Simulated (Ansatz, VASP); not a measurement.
## Two plane-wave programs on TaN

File INCAR:

```
PREC = Accurate
ENCUT = 600
EDIFF = 1E-6
ISMEAR = -1
SIGMA = 0.15
LREAL = False
LASPH = True
NELM = 60
ALGO = Normal
ISIF = 3
LWAVE = False
LCHARG = False
GGA = PE
IBRION = 2
NSW = 80
EDIFFG = -0.001
```

The input KPOINTS:

```
regular mesh
0
Gamma
  16 16 16
```

File POSCAR:

```
TaN
1.0
    0.0000000000      2.2086769773      2.2086769773
    2.2086769773      0.0000000000      2.2086769773
    2.2086769773      2.2086769773      0.0000000000
Ta N
1 1
Direct
    0.5000000000      0.5000000000      0.5000000000
    0.0000000000      0.0000000000      0.0000000000
```

Input for Ansatz:

```yaml
crystal:
  lattice:
    - [0.0, 2.2086769773, 2.2086769773]
    - [2.2086769773, 0.0, 2.2086769773]
    - [2.2086769773, 2.2086769773, 0.0]
  atoms:
    - { symbol: Ta, position: [0.5, 0.5, 0.5] }
    - { symbol: "N", position: [0.0, 0.0, 0.0] }
basis:
  ecutwfc: 420
kpoints:
  mp_grid: { grid: [16, 16, 16] }
hamiltonian:
  xc: pbe
scf:
  occupations: { method: fermi_dirac, width: 0.15 }
output:
  forces: true
  stress: true
  eigenvalues: true
relax:
  adjacent_minimum: "off"
  f_tol: 0.001
  max_steps: 60
  cell: { stress_tol: 0.01 }
```

Alike in both runs: task relaxation of cell and atoms; functional PBE; k mesh 16 × 16 × 16; occupations fermi-dirac, width 0.15 eV; no spin polarisation.

|  | VASP | Ansatz |
| --- | --- | --- |
| version | VASP 6.6.1 | Ansatz 0.2.0 |
| potentials or method | VASP PAW PBE potentials, release 64 (Ta_pv, N), cutoff 600 eV | scalar-relativistic, plane waves, PAW |
| valence electrons in the cell | 16 | 18 |

```csv
,VASP,Ansatz,Ansatz less VASP
"gap on the k mesh at the Fermi level, each at its own relaxed structure (eV)",none,none,-
relaxed volume (Å³/atom),10.81,10.78,-0.023
relaxed cell length with the largest relative difference (Å),3.127,3.124,-0.0022
```

A gap of «none» marks a metal or a gap that the smearing closes. VASP's potentials hold 16 valence electrons a cell and Ansatz's 18, so a difference there can come from the potentials and not from the codes.

Neither program's run includes spin-orbit coupling.
